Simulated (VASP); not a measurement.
# Be3Cd (Im-3m) in VASP: single point with PBE

Aim: the single point of Be3Cd with PBE.

All numbers are computed with VASP 6.6.1; they aren't measurements. Logs are shortened: lines on timing, memory, paths and dates and some standing lists are left out, and cuts for length are marked.

## 1. The cell of the first run

It takes space group Im-3m (No. 229, cubic). Conventional cell: a = 4.781 Å, b = 4.781 Å, c = 4.781 Å, α = 90.00°, β = 90.00°, γ = 90.00°. Be (site symmetry 4/mmm) has 4 Be at 2.39 Å and 2 Cd at 2.39 Å within 3.2 Å. Cd (site symmetry m-3m) has 6 Be at 2.39 Å within 3.2 Å.

## 2. Single point, PBE

INCAR

```
PREC = Accurate
ENCUT = 520
EDIFF = 1E-7
ISMEAR = 0
SIGMA = 0.1
LREAL = F
LASPH = T
NELM = 80
ALGO = Fast
ISIF = 2
LWAVE = F
LCHARG = T
GGA = PE
LELF = T
LVHAR = T
NBANDS = 17
```

KPOINTS

```
Automatic mesh
0
Gamma
  6 6 6
```

POSCAR

```
Be3Cd
1.0
   -2.3906287800      2.3906287800      2.3906287800
    2.3906287800     -2.3906287800      2.3906287800
    2.3906287800      2.3906287800     -2.3906287800
Be Cd
3 1
Direct
    0.0000000000      0.5000000000      0.5000000000
    0.5000000000      0.0000000000      0.5000000000
    0.5000000000      0.5000000000      0.0000000000
    0.0000000000      0.0000000000      0.0000000000
```

Potentials or basis: VASP PAW PBE potentials, release 64 (Be, Cd).

Command:

```sh
cat potpaw_PBE.64/Be/POTCAR potpaw_PBE.64/Cd/POTCAR > POTCAR
mpirun -np 1 vasp_std > vasp.out
```

OUTCAR:

```text
PREC = Accurate
   ENCUT = 520
   EDIFF = 1E-7
   ISMEAR = 0
   LREAL = F
   LASPH = T
   NELM = 80
   ISIF = 2
   GGA = PE

 ion  position               nearest neighbor table
   1  0.000  0.500  0.500-   4 2.39   4 2.39
   2  0.500  0.000  0.500-   4 2.39   4 2.39
   3  0.500  0.500  0.000-   4 2.39   4 2.39
   4  0.000  0.000  0.000-   1 2.39   2 2.39   3 2.39   1 2.39   2 2.39   3 2.39

  LATTYP: Found a body centered cubic cell.
 ALAT       =     4.7812575600

  Lattice vectors:

 A1 = (  -2.3906287800,   2.3906287800,   2.3906287800)
 A2 = (   2.3906287800,  -2.3906287800,   2.3906287800)
 A3 = (   2.3906287800,   2.3906287800,  -2.3906287800)

Analysis of symmetry for initial positions (statically):
=====================================================================
 Subroutine PRICEL returns:
 Original cell was already a primitive cell.

 Routine SETGRP: Setting up the symmetry group for a
 body centered cubic supercell.

 Subroutine GETGRP returns: Found 48 space group operations
 (whereof 48 operations were pure point group operations)
 out of a pool of 48 trial point group operations.

The static configuration has the point symmetry O_h .

Analysis of symmetry for dynamics (positions and initial velocities):
=====================================================================
 Subroutine PRICEL returns:
 Original cell was already a primitive cell.

 Routine SETGRP: Setting up the symmetry group for a
 body centered cubic supercell.

 Subroutine GETGRP returns: Found 48 space group operations
 (whereof 48 operations were pure point group operations)
 out of a pool of 48 trial point group operations.

The dynamic configuration has the point symmetry O_h .

 Subroutine INISYM returns: Found 48 space group operations
 (whereof 48 operations are pure point group operations),
 and found     1 'primitive' translations

----------------------------------------------------------------------------------------

                                     Primitive cell

  volume of cell :      54.6508

  direct lattice vectors                    reciprocal lattice vectors
    -2.390628780  2.390628780  2.390628780     0.000000000  0.209149996  0.209149996
     2.390628780 -2.390628780  2.390628780     0.209149996  0.000000000  0.209149996
     2.390628780  2.390628780 -2.390628780     0.209149996  0.209149996  0.000000000

  length of vectors
     4.140690509  4.140690509  4.140690509     0.295782761  0.295782761  0.295782761

  position of ions in fractional coordinates (direct lattice)
     0.000000000  0.500000000  0.500000000
     0.500000000  0.000000000  0.500000000
     0.500000000  0.500000000  0.000000000
     0.000000000  0.000000000  0.000000000

  ion indices of the primitive-cell ions
   primitive index   ion index
                 1           1
                 2           2
                 3           3
                 4           4

----------------------------------------------------------------------------------------

 KPOINTS: Automatic mesh

Automatic generation of k-mesh.
 Grid dimensions read from file:
 generate k-points for:    6    6    6

 Generating k-lattice:

  Cartesian coordinates                     Fractional coordinates (reciprocal lattice)
     0.000000000  0.034858333  0.034858333     0.166666667  0.000000000  0.000000000
     0.034858333  0.000000000  0.034858333     0.000000000  0.166666667  0.000000000
     0.034858333  0.034858333  0.000000000     0.000000000  0.000000000  0.166666667

  Length of vectors
     0.049297127  0.049297127  0.049297127

  Shift w.r.t. Gamma in fractional coordinates (k-lattice)
     0.000000000  0.000000000  0.000000000

 Subroutine IBZKPT returns following result:
 ===========================================

 Found     16 irreducible k-points:

 Following reciprocal coordinates:
            Coordinates               Weight
  0.000000  0.000000  0.000000      1.000000
  0.166667  0.000000  0.000000     12.000000
  0.333333  0.000000  0.000000     12.000000
  0.500000  0.000000  0.000000      6.000000
  0.166667  0.166667  0.000000     24.000000
  0.333333  0.166667 -0.000000     48.000000
[... 8 lines left out ...]
  0.500000  0.500000  0.333333     12.000000
  0.500000  0.500000  0.500000      1.000000
   k-points           NKPTS =     16   k-points in BZ     NKDIM =     16   number of bands    NBANDS=     17
   number of dos      NEDOS =    301   number of ions     NIONS =      4
   total plane-waves  NPLWV =  32768
   dimension x,y,z NGX =    32 NGY =   32 NGZ =   32
   dimension x,y,z NGXF=    64 NGYF=   64 NGZF=   64
   ions per type =               3   1
   NGX,Y,Z   is equivalent  to a cutoff of  12.85, 12.85, 12.85 a.u.
   NGXF,Y,Z  is equivalent  to a cutoff of  25.70, 25.70, 25.70 a.u.
 SYSTEM =  unknown system
   PREC   = accura    normal or accurate (medium, high low for compatibility)
   ISTART =      0    job   : 0-new  1-cont  2-samecut
   ICHARG =      2    charge: 1-file 2-atom 10-const
   ISPIN  =      1    spin polarized calculation?
   LNONCOLLINEAR =      F non collinear calculations
   LSORBIT =      F    spin-orbit coupling
   LASPH  =      T    aspherical Exc in radial PAW
   ENCUT  =  520.0 eV  38.22 Ry    6.18 a.u.   7.70  7.70  7.70*2*pi/ulx,y,z
   NELM   =     80;   NELMIN=  2; NELMDL= -5     # of ELM steps
   EDIFF  = 0.1E-06   stopping-criterion for ELM
   LREAL  =      F    real-space projection
   EDIFFG = 0.1E-05   stopping-criterion for IOM
   NSW    =      0    number of steps for IOM
   IBRION =     -1    ionic relax: 0-MD 1-quasi-New 2-CG
   NFREE  =      0    steps in history (QN), initial steepest desc. (CG)
   ISIF   =      2    stress and relaxation
   ISYM   =      2    0-nonsym 1-usesym 2-fastsym
   POTIM  = 0.5000    time-step for ionic-motion
   TEBEG  =    0.0;   TEEND  =   0.0 temperature during run
   PSTRESS=    0.0 pullay stress
   NELECT =      18.0000    total number of electrons
   NUPDOWN=      -1.0000    fix difference up-down
   EMIN   =  10.00;   EMAX   =-10.00  energy-range for DOS
   EFERMI =   0.00;   METHOD = LEGACY
   ISMEAR =     0;   SIGMA  =   0.10  broadening in eV -4-tet -1-fermi 0-gaus
   EFERMI_NEDOS =   21; number of points for ismear=-14 and -15
   IALGO  =     68    algorithm
   IMIX   =      4    mixing-type and parameters
     AMIX     =   0.40;   BMIX     =  1.00
     AMIX_MAG =   1.60;   BMIX_MAG =  1.00
  volume/ion in A,a.u.               =      13.66        92.20
  Fermi-wavevector in a.u.,A,eV,Ry     =   1.130577  2.136481 17.391030  1.278205
  Thomas-Fermi vector in A             =   2.267274
   LORBIT       =      0    0 simple, 1 ext, 2 COOP (PROOUT), +10 PAW based schemes
   GGA     = PE    functional components
   LHFCALC =     F    Hartree Fock is set to
   AEXX    =    0.0000 exact exchange contribution
   IVDW    =     0    specifies the selected vdW correction
   LEPSILON=     F    determine dielectric tensor
   LRPA    =     F    only Hartree local field effects (RPA)
 non-spin polarized calculation
 RMM-DIIS sequential band-by-band and
 Gauss-broadening in eV      SIGMA  =   0.10
  energy-cutoff  :      520.00
  volume of cell :       54.65
 maximum number of plane-waves:      1484
   NGX = 15   NGY = 15   NGZ = 15

 number of electron      18.0000009 magnetization

 Free energy of the ion-electron system (eV)
  ---------------------------------------------------
  ext. energy  EPLUGINS =         0.00000000
  ---------------------------------------------------
  free energy    TOTEN  =        -7.84233138 eV

  energy without entropy =       -7.83164759  energy(sigma->0) =       -7.83698948

 E-fermi :   3.7366     XC(G=0): -10.1410

 val. band max:        3.6783249756   @ k =   0.3333   0.0000   0.0000
 cond. band min:       3.7548555469   @ k =   0.3333   0.0000   0.0000
 fundamental gap:      0.0765305713
 Fermi energy:         3.7365726195

 k-point     1 :       0.0000    0.0000    0.0000
  band No.  band energies     occupation
      1      -5.6167      2.00000
      2      -5.6167      2.00000
      3      -5.4354      2.00000
      4      -5.4292      2.00000
      5      -5.4292      2.00000
      6      -5.4292      2.00000
[... 9 lines left out ...]
     16      10.5293      0.00000
     17      10.5293      0.00000

 k-point     2 :       0.1667    0.0000    0.0000
  band No.  band energies     occupation
      1      -5.6550      2.00000
      2      -5.6440      2.00000
      3      -5.4573      2.00000
      4      -5.4487      2.00000
      5      -5.3863      2.00000
      6      -5.0839      2.00000
[... 9 lines left out ...]
     16      11.4133      0.00000
     17      11.5182      0.00000

 k-point     3 :       0.3333    0.0000    0.0000
  band No.  band energies     occupation
      1      -5.7500      2.00000
      2      -5.6963      2.00000
      3      -5.5131      2.00000
      4      -5.4660      2.00000
      5      -5.2968      2.00000
      6      -4.0363      2.00000
[... 9 lines left out ...]
     16      11.8286      0.00000
     17      13.2811      0.00000

 k-point     4 :       0.5000    0.0000    0.0000
  band No.  band energies     occupation
      1      -5.8013      2.00000
      2      -5.7213      2.00000
      3      -5.5407      2.00000
      4      -5.4692      2.00000
      5      -5.2500      2.00000
      6      -2.4301      2.00000
[... 9 lines left out ...]
     16      11.8463      0.00000
     17      14.0335      0.00000

 k-point     5 :       0.1667    0.1667    0.0000
  band No.  band energies     occupation
      1      -5.7049      2.00000
      2      -5.6963      2.00000
      3      -5.4896      2.00000
      4      -5.4445      2.00000
      5      -5.3614      2.00000
      6      -4.3789      2.00000
[... 9 lines left out ...]
     16      11.6783      0.00000
     17      13.8798      0.00000

 k-point     6 :       0.3333    0.1667   -0.0000
  band No.  band energies     occupation
      1      -5.7723      2.00000
      2      -5.7309      2.00000
      3      -5.5303      2.00000
      4      -5.4484      2.00000
      5      -5.3067      2.00000
      6      -3.0058      2.00000
[... 9 lines left out ...]
     16      12.8549      0.00000
     17      13.6228      0.00000

 k-point     7 :       0.3333    0.3333    0.0000
  band No.  band energies     occupation
      1      -5.7595      2.00000
      2      -5.7595      2.00000
      3      -5.5499      2.00000
      4      -5.3757      2.00000
      5      -5.3757      2.00000
      6      -1.7283      2.00000
[... 9 lines left out ...]
     16      14.0084      0.00000
     17      14.0176      0.00000

 k-point     8 :       0.1667    0.1667    0.1667
  band No.  band energies     occupation
      1      -5.7219      2.00000
      2      -5.7219      2.00000
      3      -5.4914      2.00000
      4      -5.4914      2.00000
      5      -5.3858      2.00000
      6      -3.3305      2.00000
[... 9 lines left out ...]
     16      11.7648      0.00000
     17      11.7648      0.00000

 k-point     9 :       0.3333    0.1667    0.1667
  band No.  band energies     occupation
      1      -5.7392      2.00000
      2      -5.7186      2.00000
      3      -5.5270      2.00000
      4      -5.4784      2.00000
      5      -5.3973      2.00000
      6      -1.9089      2.00000
[... 9 lines left out ...]
     16      11.6321      0.00000
     17      12.4846      0.00000

 k-point    10 :      -0.1667    0.1667    0.1667
  band No.  band energies     occupation
      1      -5.6872      2.00000
      2      -5.6864      2.00000
      3      -5.4304      2.00000
      4      -5.4304      2.00000
      5      -5.3883      2.00000
      6      -4.7538      2.00000
[... 9 lines left out ...]
     16      11.1948      0.00000
     17      13.1263      0.00000

 k-point    11 :      -0.3333    0.3333    0.1667
  band No.  band energies     occupation
      1      -5.7683      2.00000
      2      -5.7491      2.00000
      3      -5.4589      2.00000
      4      -5.4281      2.00000
      5      -5.3050      2.00000
      6      -3.7151      2.00000
[... 9 lines left out ...]
     16      12.6279      0.00000
     17      14.3553      0.00000

 k-point    12 :       0.5000    0.5000    0.1667
  band No.  band energies     occupation
      1      -5.8133      2.00000
      2      -5.7759      2.00000
      3      -5.4791      2.00000
      4      -5.4276      2.00000
      5      -5.2547      2.00000
      6      -2.1497      2.00000
[... 9 lines left out ...]
     16      14.2215      0.00000
     17      14.6370      0.00000

 k-point    13 :      -0.3333    0.5000    0.1667
  band No.  band energies     occupation
      1      -5.8136      2.00000
      2      -5.8079      2.00000
      3      -5.4640      2.00000
      4      -5.3571      2.00000
      5      -5.2903      2.00000
      6      -2.3681      2.00000
[... 9 lines left out ...]
     16      13.9877      0.00000
     17      15.8197      0.00000

 k-point    14 :      -0.3333    0.3333    0.3333
  band No.  band energies     occupation
      1      -5.8327      2.00000
      2      -5.8315      2.00000
      3      -5.3553      2.00000
      4      -5.3553      2.00000
      5      -5.3082      2.00000
      6      -2.7249      2.00000
[... 9 lines left out ...]
     16      14.2947      0.00000
     17      16.6870      0.00000

 k-point    15 :       0.5000    0.5000    0.3333
  band No.  band energies     occupation
      1      -5.8696      2.00000
      2      -5.8668      2.00000
      3      -5.3439      2.00000
      4      -5.3231      2.00000
      5      -5.2643      2.00000
      6      -1.2490      2.00000
[... 9 lines left out ...]
     16      15.6775      0.00000
     17      16.1520      0.00000

 k-point    16 :       0.5000    0.5000    0.5000
  band No.  band energies     occupation
      1      -5.9051      2.00000
      2      -5.9051      2.00000
      3      -5.2691      2.00000
      4      -5.2691      2.00000
      5      -5.2691      2.00000
      6      -0.0514      2.00000
[... 9 lines left out ...]
     16      15.8227      0.00000
     17      15.8464      0.00000

------------------------ aborting loop because EDIFF is reached ----------------------------------------

  FORCE on cell =-STRESS in cart. coord.  units (eV):
  Direction    XX          YY          ZZ          XY          YZ          ZX
  --------------------------------------------------------------------------------------
  -------------------------------------------------------------------------------------
  Total        1.0968686      1.0968686      1.0968686      0.0000000     -0.0000000      0.0000000
  in kB       32.1564989     32.1564989     32.1564989      0.0000000     -0.0000000      0.0000000
  external PRESSURE =      32.1564989 kB  Pullay stress =       0.0000000 kB

 VOLUME and BASIS-vectors are now :
 -----------------------------------------------------------------------------
  energy-cutoff  :      520.00
  volume of cell :       54.65
      direct lattice vectors                 reciprocal lattice vectors
    -2.390628780  2.390628780  2.390628780     0.000000000  0.209149996  0.209149996
     2.390628780 -2.390628780  2.390628780     0.209149996  0.000000000  0.209149996
     2.390628780  2.390628780 -2.390628780     0.209149996  0.209149996  0.000000000

 POSITION                                       TOTAL-FORCE (eV/Angst)
 -----------------------------------------------------------------------------------
      2.39063      0.00000      0.00000        -0.000000      0.000000     -0.000000
      0.00000      2.39063      0.00000         0.000000     -0.000000      0.000000
      0.00000      0.00000      2.39063         0.000000      0.000000     -0.000000
      0.00000      0.00000      0.00000         0.000000     -0.000000      0.000000
 -----------------------------------------------------------------------------------
    total drift:                               -0.000000      0.000000      0.000000

  FREE ENERGIE OF THE ION-ELECTRON SYSTEM (eV)
  ---------------------------------------------------
  free  energy   TOTEN  =        -7.8423313757 eV

  energy  without entropy=       -7.8316475870  energy(sigma->0) =       -7.83698948
```

It took 13 s on 1 thread of Intel Xeon 6975P-C, shared host; peak memory 0.17 GiB.

Results:

```yaml
Free_energy: -7.8423 eV
Pressure: 3.2 GPa
Band_gap_on_the_k_mesh: zero (band 9 reaches 4.01 eV, above the bottom of band 10 at 2.25 eV)
```
